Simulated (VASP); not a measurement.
Set up this calculation in VASP 6.6.1, as the native input.

```
Task                   : single point
Functional             : PBE
Potentials or basis    : VASP PAW PBE potentials, release 64 (Ga_d, N)
Cutoff                 : 520 eV
k mesh                 : 12 × 12 × 6
Occupations            : gaussian, width 0.01 eV
Spin                   : no spin polarisation
Dipole correction      : no
Further INCAR settings : ALGO = Normal; EDIFF = 1e-07; NBANDS = 26
```

The structure of GaN lies in POSCAR:

```
GaN
1.0
    3.1831495935      0.0000000000      0.0000000000
   -1.5915747967      2.7566884120      0.0000000000
    0.0000000000      0.0000000000      5.1836256325
Ga N
2 2
Direct
    0.3333333333      0.6666666667     -0.0008868489
    0.6666666667      0.3333333333      0.4991131511
    0.3333333333      0.6666666667      0.3758868489
    0.6666666667      0.3333333333      0.8758868489
```

These files were run (other wordings do the same):

INCAR

```
  PREC = Accurate
  ENCUT = 520
  EDIFF = 1E-7
  ISMEAR = 0
  SIGMA = 0.01
  LREAL = F
  LASPH = T
  NELM = 60
  ALGO = Normal
  ISIF = 2
  LWAVE = F
  LCHARG = T
  GGA = PE
  LELF = T
  LVHAR = T
  NBANDS = 26
```

KPOINTS

```
regular mesh
0
Gamma
  12 12 6
```

Potentials or basis: VASP PAW PBE potentials, release 64 (Ga_d, N).

Launch:

```console
$ cat potpaw_PBE.64/Ga_d/POTCAR potpaw_PBE.64/N/POTCAR > POTCAR
$ mpirun -np 1 vasp_std > vasp.out
```

Results of the run:

* Pressure: 6.2 GPa
* Largest force: 0.005 eV/Å
* Band gap on the k mesh: 1.94 eV, direct

It took 2 min on 1 thread of AMD EPYC 7R13, on a shared host, peak memory 0.18 GiB.
